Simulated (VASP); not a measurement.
Here is a VASP 6.6.1 calculation.

INCAR

```
ALGO = Normal
EDIFF = 1E-7
ENCUT = 520
GGA = PE
ISIF = 2
ISMEAR = 0
LASPH = True
LCHARG = False
LREAL = False
LWAVE = False
NBANDS = 46
NELM = 60
PREC = Accurate
SIGMA = 0.2
```

File KPOINTS:

```
k-points
0
Gamma
  6 6 2
```

File POSCAR:

```
Ga4SbAs3
1.0
    4.1522844481      0.0004162003     -0.0002705599
    0.0004254701      4.1528259030     -0.0003874798
   -0.0008327377     -0.0011698080     11.7182170307
Ga Sb As
4 1 3
Direct
    0.5001100476     -0.0001354213      0.6385948874
   -0.0003456657      0.4996066708      0.8796310625
    0.4999884023      0.0007903674      0.1204070117
    0.0003268742      0.4996470484      0.3613856814
    0.0000382151     -0.0002918828      0.4999831291
   -0.0000738122     -0.0002223104     -0.0000046088
    0.5002663855      0.5007438173      0.2409369179
    0.4996895531      0.4998617105      0.7590659189
```

Potentials or basis: VASP PAW PBE potentials, release 64 (Ga_d, Sb, As).

Run with:

```console
$ cat potpaw_PBE.64/Ga_d/POTCAR potpaw_PBE.64/Sb/POTCAR potpaw_PBE.64/As/POTCAR > POTCAR
$ mpirun -np 1 vasp_std > vasp.out
```

Predict the band gap on the k mesh.

zero (filled and empty bands touch).

What does it give for the pressure?

0.1 GPa.

Estimate the largest force.

0.010 eV/Å.

Forces on the atoms (eV/Å):
```
Ga  -0.003 -0.001  0.001
Ga   0.002  0.002  0.007
Ga   0.000 -0.003 -0.010
Ga  -0.001  0.003  0.002
Sb   0.002  0.000  0.000
As   0.000  0.002  0.002
As  -0.002 -0.005  0.005
As   0.001  0.001 -0.007
```

Caveat: spin-orbit coupling is left out, which moves the levels of the heavy elements.
